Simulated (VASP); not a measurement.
# ScTl2IrO6 (Fm-3m) in VASP: single point with r2SCAN

Aim: the single point of ScTl2IrO6 with r2SCAN.

Everything below comes from runs of VASP 6.6.1. Logs are shortened: lines on timing, memory, paths and dates and some standing lists are left out, and cuts for length are marked.

## Step 1: The cell of the first run

The structure is cubic, space group Fm-3m (No. 225). Conventional cell: a = 8.066 Å, b = 8.066 Å, c = 8.066 Å, α = 90.00°, β = 90.00°, γ = 90.00°. Ir (site symmetry m-3m) has 6 O at 1.88 Å within 2.5 Å. O (site symmetry 4mm) has 1 Ir at 1.88 Å and 1 Sc at 2.16 Å within 2.5 Å. Within 3.8 Å of Tl (site symmetry -43m) lie 12 O at 2.86 Å and 4 Ir at 3.49 Å and 4 Sc at 3.49 Å. Sc (site symmetry m-3m) has 6 O at 2.16 Å within 2.9 Å.

## Step 2: Single point, r2SCAN

POSCAR

```
ScTl2IrO6
1.0
    0.0000000000      4.0327810000      4.0327810000
    4.0327810000      0.0000000000      4.0327810000
    4.0327810000      4.0327810000      0.0000000000
Ir O Tl Sc
1 6 2 1
Direct
    0.5000000000      0.5000000000      0.5000000000
    0.7326000000      0.2674000000      0.2674000000
    0.2674000000      0.7326000000      0.2674000000
    0.2674000000      0.7326000000      0.7326000000
    0.7326000000      0.2674000000      0.7326000000
    0.2674000000      0.2674000000      0.7326000000
    0.7326000000      0.7326000000      0.2674000000
    0.2500000000      0.2500000000      0.2500000000
    0.7500000000      0.7500000000      0.7500000000
    0.0000000000      0.0000000000      0.0000000000
```

INCAR.step1

```
PREC     = Accurate       # precision mode
ENCUT    = 520            # plane-wave cutoff, eV
ISMEAR   = 1              # smearing method
SIGMA    = 0.1437         # smearing width, eV
LREAL    = F              # projectors in reciprocal space
LASPH    = T              # aspherical terms in the spheres
NELM     = 80             # most SCF steps
NBANDS   = 52             # bands
GGA      = PE             # functional
ALGO     = Normal         # electronic algorithm
EDIFF    = 1E-4           # SCF threshold, eV
LWAVE    = T              # write WAVECAR
LCHARG   = F              # write CHGCAR
```

INCAR.step2

```
PREC     = Accurate       # precision mode
ENCUT    = 520            # plane-wave cutoff, eV
EDIFF    = 1E-6           # SCF threshold, eV
ISMEAR   = 1              # smearing method
SIGMA    = 0.1437         # smearing width, eV
LREAL    = F              # projectors in reciprocal space
LASPH    = T              # aspherical terms in the spheres
NELM     = 80             # most SCF steps
ALGO     = Normal         # electronic algorithm
ISIF     = 2              # what is computed and relaxed
LWAVE    = F              # write WAVECAR
LCHARG   = F              # write CHGCAR
METAGGA  = R2SCAN         # meta-GGA
LMIXTAU  = T            
NBANDS   = 52             # bands
ISTART   = 1
```

KPOINTS

```
regular mesh
0
Gamma
  7 7 7
```

Potentials or basis: VASP PAW PBE potentials, release 64 (Ir, O, Tl_d, Sc_sv).

On the command line:

```sh
> cat potpaw_PBE.64/Ir/POTCAR potpaw_PBE.64/O/POTCAR potpaw_PBE.64/Tl_d/POTCAR potpaw_PBE.64/Sc_sv/POTCAR > POTCAR
> cp INCAR.step1 INCAR
> mpirun -np 1 vasp_std > vasp.out
> cp INCAR.step2 INCAR
> mpirun -np 1 vasp_std > vasp.out
```

OUTCAR:

```text
PREC = Accurate
   ENCUT = 520
   EDIFF = 1E-6
   ISMEAR = 1
   LREAL = F
   LASPH = T
   NELM = 80
   ISIF = 2
   METAGGA = R2SCAN
   ISTART = 1

 ion  position               nearest neighbor table
   1  0.500  0.500  0.500-   2 1.88   3 1.88   4 1.88   5 1.88   6 1.88   7 1.88   8 3.49   8 3.49
                             8 3.49   8 3.49   9 3.49   9 3.49   9 3.49   9 3.49
   2  0.733  0.267  0.267-   1 1.88  10 2.16   8 2.86   8 2.86   9 2.86   9 2.86
   3  0.267  0.733  0.267-   1 1.88  10 2.16   8 2.86   8 2.86   9 2.86   9 2.86
   4  0.267  0.733  0.733-   1 1.88  10 2.16   8 2.86   9 2.86   8 2.86   9 2.86
   5  0.733  0.267  0.733-   1 1.88  10 2.16   8 2.86   9 2.86   8 2.86   9 2.86
   6  0.267  0.267  0.733-   1 1.88  10 2.16   8 2.86   8 2.86   9 2.86   9 2.86
   7  0.733  0.733  0.267-   1 1.88  10 2.16   8 2.86   9 2.86   8 2.86   9 2.86
   8  0.250  0.250  0.250-   2 2.86   3 2.86   6 2.86   4 2.86   5 2.86   6 2.86   3 2.86   4 2.86
                             7 2.86   2 2.86   5 2.86   7 2.86   1 3.49  10 3.49  10 3.49   1 3.49
   9  0.750  0.750  0.750-   3 2.86   4 2.86   6 2.86   2 2.86   5 2.86   6 2.86   2 2.86   3 2.86
                             7 2.86   4 2.86   5 2.86   7 2.86   1 3.49   1 3.49   1 3.49   1 3.49
  10  0.000  0.000  0.000-   2 2.16   3 2.16   4 2.16   5 2.16   6 2.16   7 2.16   9 3.49   9 3.49
                             9 3.49   8 3.49   9 3.49   8 3.49   8 3.49   8 3.49

  LATTYP: Found a face centered cubic cell.
 ALAT       =     8.0655620000

  Lattice vectors:

 A1 = (   0.0000000000,   4.0327810000,   4.0327810000)
 A2 = (   4.0327810000,   0.0000000000,   4.0327810000)
 A3 = (   4.0327810000,   4.0327810000,   0.0000000000)

Analysis of symmetry for initial positions (statically):
=====================================================================
 Subroutine PRICEL returns:
 Original cell was already a primitive cell.

 Routine SETGRP: Setting up the symmetry group for a
 face centered cubic supercell.

 Subroutine GETGRP returns: Found 48 space group operations
 (whereof 48 operations were pure point group operations)
 out of a pool of 48 trial point group operations.

The static configuration has the point symmetry O_h .

Analysis of symmetry for dynamics (positions and initial velocities):
=====================================================================
 Subroutine PRICEL returns:
 Original cell was already a primitive cell.

 Routine SETGRP: Setting up the symmetry group for a
 face centered cubic supercell.

 Subroutine GETGRP returns: Found 48 space group operations
 (whereof 48 operations were pure point group operations)
 out of a pool of 48 trial point group operations.

The dynamic configuration has the point symmetry O_h .

 Subroutine INISYM returns: Found 48 space group operations
 (whereof 48 operations are pure point group operations),
 and found     1 'primitive' translations

----------------------------------------------------------------------------------------

                                     Primitive cell

  volume of cell :     131.1728

  direct lattice vectors                    reciprocal lattice vectors
     0.000000000  4.032781000  4.032781000    -0.123983921  0.123983921  0.123983921
     4.032781000  0.000000000  4.032781000     0.123983921 -0.123983921  0.123983921
     4.032781000  4.032781000  0.000000000     0.123983921  0.123983921 -0.123983921

  length of vectors
     5.703213584  5.703213584  5.703213584     0.214746450  0.214746450  0.214746450

  position of ions in fractional coordinates (direct lattice)
     0.500000000  0.500000000  0.500000000
     0.732600000  0.267400000  0.267400000
     0.267400000  0.732600000  0.267400000
     0.267400000  0.732600000  0.732600000
     0.732600000  0.267400000  0.732600000
     0.267400000  0.267400000  0.732600000
     0.732600000  0.732600000  0.267400000
     0.250000000  0.250000000  0.250000000
     0.750000000  0.750000000  0.750000000
     0.000000000  0.000000000  0.000000000

  ion indices of the primitive-cell ions
   primitive index   ion index
                 1           1
                 2           2
                 3           3
                 4           4
                 5           5
                 6           6
                 7           7
                 8           8
                 9           9
                10          10

----------------------------------------------------------------------------------------

 KPOINTS: regular mesh

Automatic generation of k-mesh.
 Grid dimensions read from file:
 generate k-points for:    7    7    7

 Generating k-lattice:

  Cartesian coordinates                     Fractional coordinates (reciprocal lattice)
    -0.017711989  0.017711989  0.017711989     0.142857143  0.000000000  0.000000000
     0.017711989 -0.017711989  0.017711989     0.000000000  0.142857143  0.000000000
     0.017711989  0.017711989 -0.017711989     0.000000000  0.000000000  0.142857143

  Length of vectors
     0.030678064  0.030678064  0.030678064

  Shift w.r.t. Gamma in fractional coordinates (k-lattice)
     0.000000000  0.000000000  0.000000000

 Subroutine IBZKPT returns following result:
 ===========================================

 Found     20 irreducible k-points:

 Following reciprocal coordinates:
            Coordinates               Weight
  0.000000  0.000000  0.000000      1.000000
  0.142857  0.000000  0.000000      8.000000
  0.285714  0.000000  0.000000      8.000000
  0.428571  0.000000  0.000000      8.000000
  0.142857  0.142857  0.000000      6.000000
  0.285714  0.142857  0.000000     24.000000
[... 12 lines left out ...]
 -0.428571  0.428571  0.142857     24.000000
 -0.285714  0.428571  0.142857     24.000000
   k-points           NKPTS =     20   k-points in BZ     NKDIM =     20   number of bands    NBANDS=     52
   number of dos      NEDOS =    301   number of ions     NIONS =     10
   total plane-waves  NPLWV =  74088
   dimension x,y,z NGX =    42 NGY =   42 NGZ =   42
   dimension x,y,z NGXF=    84 NGYF=   84 NGZF=   84
   ions per type =               1   6   2   1
   NGX,Y,Z   is equivalent  to a cutoff of  12.24, 12.24, 12.24 a.u.
   NGXF,Y,Z  is equivalent  to a cutoff of  24.49, 24.49, 24.49 a.u.
 SYSTEM =  unknown system
   PREC   = accura    normal or accurate (medium, high low for compatibility)
   ISTART =      1    job   : 0-new  1-cont  2-samecut
   ICHARG =      0    charge: 1-file 2-atom 10-const
   ISPIN  =      1    spin polarized calculation?
   LNONCOLLINEAR =      F non collinear calculations
   LSORBIT =      F    spin-orbit coupling
   LASPH  =      T    aspherical Exc in radial PAW
   ENCUT  =  520.0 eV  38.22 Ry    6.18 a.u.  10.60 10.60 10.60*2*pi/ulx,y,z
   NELM   =     80;   NELMIN=  2; NELMDL=  0     # of ELM steps
   EDIFF  = 0.1E-05   stopping-criterion for ELM
   LREAL  =      F    real-space projection
   EDIFFG = 0.1E-04   stopping-criterion for IOM
   NSW    =      0    number of steps for IOM
   IBRION =     -1    ionic relax: 0-MD 1-quasi-New 2-CG
   NFREE  =      0    steps in history (QN), initial steepest desc. (CG)
   ISIF   =      2    stress and relaxation
   ISYM   =      2    0-nonsym 1-usesym 2-fastsym
   POTIM  = 0.5000    time-step for ionic-motion
   TEBEG  =    0.0;   TEEND  =   0.0 temperature during run
   PSTRESS=    0.0 pullay stress
   NELECT =      82.0000    total number of electrons
   NUPDOWN=      -1.0000    fix difference up-down
   EMIN   =  10.00;   EMAX   =-10.00  energy-range for DOS
   EFERMI =   0.00;   METHOD = LEGACY
   ISMEAR =     1;   SIGMA  =   0.14  broadening in eV -4-tet -1-fermi 0-gaus
   EFERMI_NEDOS =   21; number of points for ismear=-14 and -15
   IALGO  =     38    algorithm
   IMIX   =      4    mixing-type and parameters
     AMIX     =   0.40;   BMIX     =  1.00
     AMIX_MAG =   1.60;   BMIX_MAG =  1.00
  volume/ion in A,a.u.               =      13.12        88.52
  Fermi-wavevector in a.u.,A,eV,Ry     =   1.399796  2.645231 26.659656  1.959429
  Thomas-Fermi vector in A             =   2.522820
   LORBIT       =      0    0 simple, 1 ext, 2 COOP (PROOUT), +10 PAW based schemes
   METAGGA = R2SCAN    functional components
   LHFCALC =     F    Hartree Fock is set to
   AEXX    =    0.0000 exact exchange contribution
   IVDW    =     0    specifies the selected vdW correction
   LEPSILON=     F    determine dielectric tensor
   LRPA    =     F    only Hartree local field effects (RPA)
 non-spin polarized calculation
 Methfessel and Paxton  Order N= 1 SIGMA  =   0.14
  energy-cutoff  :      520.00
  volume of cell :      131.17
 maximum number of plane-waves:      3551
   NGX = 21   NGY = 21   NGZ = 21

 number of electron      81.9999992 magnetization

 Free energy of the ion-electron system (eV)
  ---------------------------------------------------
  ext. energy  EPLUGINS =         0.00000000
  ---------------------------------------------------
  free energy    TOTEN  =      -220.51470414 eV

  energy without entropy =     -220.51956402  energy(sigma->0) =     -220.51632410

 E-fermi :   5.0990     XC(G=0): -11.9467

 val. band max:        5.0440184213   @ k =  -0.4286   0.1429   0.0000
 cond. band min:       5.1182534537   @ k =  -0.2857   0.2857   0.0000
 fundamental gap:      0.0742350324
 Fermi energy:         5.0990028621

 k-point     1 :       0.0000    0.0000    0.0000
  band No.  band energies     occupation
      1     -46.2514      2.00000
      2     -23.9382      2.00000
      3     -23.9382      2.00000
      4     -23.9381      2.00000
      5     -15.2748      2.00000
      6     -14.3385      2.00000
[... 44 lines left out ...]
     51      12.5361      0.00000
     52      12.8555      0.00000
[... 1043 lines left out ...]
     51      11.4960      0.00000
     52      11.5927      0.00000

------------------------ aborting loop because EDIFF is reached ----------------------------------------

  FORCE on cell =-STRESS in cart. coord.  units (eV):
  Direction    XX          YY          ZZ          XY          YZ          ZX
  --------------------------------------------------------------------------------------
  -------------------------------------------------------------------------------------
  Total        2.1892357      2.1892357      2.1892357      0.0000000      0.0000000      0.0000000
  in kB       26.7398645     26.7398645     26.7398645      0.0000000      0.0000000      0.0000000
  external PRESSURE =      26.7398645 kB  Pullay stress =       0.0000000 kB

 VOLUME and BASIS-vectors are now :
 -----------------------------------------------------------------------------
  energy-cutoff  :      520.00
  volume of cell :      131.17
      direct lattice vectors                 reciprocal lattice vectors
     0.000000000  4.032781000  4.032781000    -0.123983921  0.123983921  0.123983921
     4.032781000  0.000000000  4.032781000     0.123983921 -0.123983921  0.123983921
     4.032781000  4.032781000  0.000000000     0.123983921  0.123983921 -0.123983921

 POSITION                                       TOTAL-FORCE (eV/Angst)
 -----------------------------------------------------------------------------------
      4.03278      4.03278      4.03278        -0.000000     -0.000000      0.000000
      2.15673      4.03278      4.03278        -1.702636     -0.000000      0.000000
      4.03278      2.15673      4.03278        -0.000000     -1.702636      0.000000
      5.90883      4.03278      4.03278         1.702636     -0.000000      0.000000
      4.03278      5.90883      4.03278        -0.000000      1.702636      0.000000
      4.03278      4.03278      2.15673        -0.000000     -0.000000     -1.702636
      4.03278      4.03278      5.90883        -0.000000     -0.000000      1.702636
      2.01639      2.01639      2.01639        -0.000000     -0.000000      0.000000
      6.04917      6.04917      6.04917        -0.000000     -0.000000      0.000000
      0.00000      0.00000      0.00000        -0.000000     -0.000000      0.000000
 -----------------------------------------------------------------------------------
    total drift:                                0.000000      0.000000      0.000000

  FREE ENERGIE OF THE ION-ELECTRON SYSTEM (eV)
  ---------------------------------------------------
  free  energy   TOTEN  =      -220.5147041412 eV

  energy  without entropy=     -220.5195640206  energy(sigma->0) =     -220.51632410
```

Wall time 9.8 min (1 thread of AMD EPYC 7R13 (Zen 3), shared host); peak memory 0.34 GiB.

Results:

- Free energy: -220.5147 eV
- Pressure: 2.7 GPa
- Largest force: 1.703 eV/Å
- Band gap on the k mesh: zero (bands 41 and 42 overlap by 1.64 eV)

Forces on the atoms (eV/Å):
```
Ir   0.000  0.000  0.000
O   -1.703  0.000  0.000
O    0.000 -1.703  0.000
O    1.703  0.000  0.000
O    0.000  1.703  0.000
O    0.000  0.000 -1.703
O    0.000  0.000  1.703
Tl   0.000  0.000  0.000
Tl   0.000  0.000  0.000
Sc   0.000  0.000  0.000
```

Caveat: the PAW data sets were made with another functional, which shifts forces and pressure a little; spin-orbit coupling is left out, which moves the levels of the heavy elements.

The gap in the log of VASP goes by the Fermi energy; the results here count the filled bands.